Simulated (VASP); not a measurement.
**Co: single point with RPBE**

Crystal: Co.

```
CELL_PARAMETERS angstrom
2.43717 0.00000 0.00000
-1.21859 2.11065 0.00000
0.00000 0.00000 7.97892
ATOMIC_POSITIONS crystal
Co 0.66667 0.33333 0.75000
Co 0.00000 0.00000 0.50000
Co 0.33333 0.66667 0.25000
Co 0.00000 0.00000 0.00000
```

```json
{"Program": "VASP 6.6.1", "Task": "single point", "Functional": "RPBE", "Potentials or basis": "VASP PAW PBE potentials, release 64 (Co_sv)", "Cutoff": "690 eV", "k mesh": "12 × 12 × 4", "Occupations": "fermi-dirac, width 0.05 eV", "Spin": "collinear spin, ferromagnetic start", "Starting moments": "[2.0, 2.0, 2.0, 2.0] μB", "Dipole correction": "no", "Further INCAR settings": "ALGO = Normal; EDIFF = 1e-06; NBANDS = 46"}
```

| Item | Value |
| --- | --- |
| Pressure | 19.7 GPa |
| Net moment | 6.49 μB per cell |
| Site moments | Co +1.70, +1.68 (each value once) μB |
| Valence electrons inside the program's atomic spheres | Co 15.10 |

Stress tensor (GPa, compression positive):
```
21.16  0.00  0.00
 0.00 21.16  0.00
 0.00  0.00 16.90
```

Levels at points of the mesh, in eV from the Fermi level:
Spin up:
```
           k point  band 35  band 36  band 37  band 38  band 39  band 40  band 41  band 42
(0.00, 0.00, 0.00)    -1.54    -1.20    -1.20    -0.78    -0.78    -0.42     6.57    15.18
(0.50, 0.00, 0.00)    -0.50    -0.48     0.19     1.34     2.60     3.25     7.37     7.39
(0.00, 0.00, 0.50)    -1.70    -1.70    -0.96    -0.96    -0.96    -0.96     9.59     9.59
(0.50, 0.00, 0.50)    -0.52    -0.52     1.29     1.29     2.91     2.91     7.70     7.70
```
Spin down:
| k point | band 27 | band 28 | band 29 | band 30 | band 31 | band 32 | band 33 | band 34 |
| --- | --- | --- | --- | --- | --- | --- | --- | --- |
| (0.00, 0.00, 0.00) | -1.22 | -0.91 | -0.91 | -0.87 | -0.87 | -0.51 | 0.07 | 0.07 |
| (0.50, 0.00, 0.00) | -0.89 | -0.11 | -0.06 | 0.41 | 1.29 | 1.31 | 1.33 | 1.35 |
| (0.00, 0.00, 0.50) | -1.13 | -1.13 | -1.02 | -1.02 | -1.02 | -1.02 | 0.27 | 0.27 |
| (0.50, 0.00, 0.50) | -0.91 | -0.91 | -0.29 | -0.29 | 0.89 | 0.89 | 1.31 | 1.31 |

Run time: 6.4 min on 1 thread of Intel(R) Xeon(R) Platinum 8259CL CPU @ 2.50GHz (Skylake/Cascade Lake), on a shared host, peak memory 0.35 GiB.

Caveat: the cell stands under pressure; the PAW data sets were made with another functional, which shifts forces and pressure a little.
